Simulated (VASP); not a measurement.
Set up this calculation in VASP 6.6.1, as the native input.

```yaml
Task: single point
Functional: PBE
Potentials_or_basis: VASP PAW PBE potentials, release 64 (Ga_d, P)
Cutoff: 520 eV
k_mesh: 8 × 8 × 8
Occupations: gaussian, width 0.05 eV
Spin: no spin polarisation
Dipole_correction: no
Further_INCAR_settings: ALGO = Normal; EDIFF = 1e-06; NBANDS = 16
```

The structure of GaP lies in POSCAR:

```
GaP
1.0
    0.0034065625      2.7252500000      2.7252500000
    2.7252500000      0.0034065625      2.7252500000
    2.7286565625      2.7286565625      0.0000000000
Ga P
1 1
Direct
    0.0000000000      0.0000000000      0.0000000000
    0.7500000000      0.7500000000      0.7500000000
```

This cell differs from its parent crystal: strain +0.0025 x Voigt [0, 0, 0, 0, 0, 1].

One way to write it, as run:

INCAR

```
ALGO     = Normal         # electronic algorithm
EDIFF    = 1E-6           # SCF threshold, eV
ENCUT    = 520            # plane-wave cutoff, eV
GGA      = PE             # functional
ISIF     = 2              # what is computed and relaxed
ISMEAR   = 0              # smearing method
LASPH    = T              # aspherical terms in the spheres
LCHARG   = F              # write CHGCAR
LREAL    = F              # projectors in reciprocal space
LWAVE    = F              # write WAVECAR
NBANDS   = 16             # bands
NELM     = 100            # most SCF steps
PREC     = Accurate       # precision mode
SIGMA    = 0.05           # smearing width, eV
```

KPOINTS

```
k-points
0
Gamma
  8 8 8
```

Potentials or basis: VASP PAW PBE potentials, release 64 (Ga_d, P).

Launch:

```bash
$ cat potpaw_PBE.64/Ga_d/POTCAR potpaw_PBE.64/P/POTCAR > POTCAR
$ mpirun -np 1 vasp_std > vasp.out
```

It gave:

| Property | Result |
| --- | --- |
| Pressure | 2.4 GPa |
| Largest force | 0.019 eV/Å |
| Band gap on the k mesh | 1.64 eV (least direct gap 1.82 eV) |

Caveat: the cell differs from its parent crystal (strain +0.0025 x Voigt [0, 0, 0, 0, 0, 1]).

Run time: 44 s on 1 thread of AMD EPYC 7R13 Processor (Zen 3), on a shared host, peak memory 0.18 GiB.
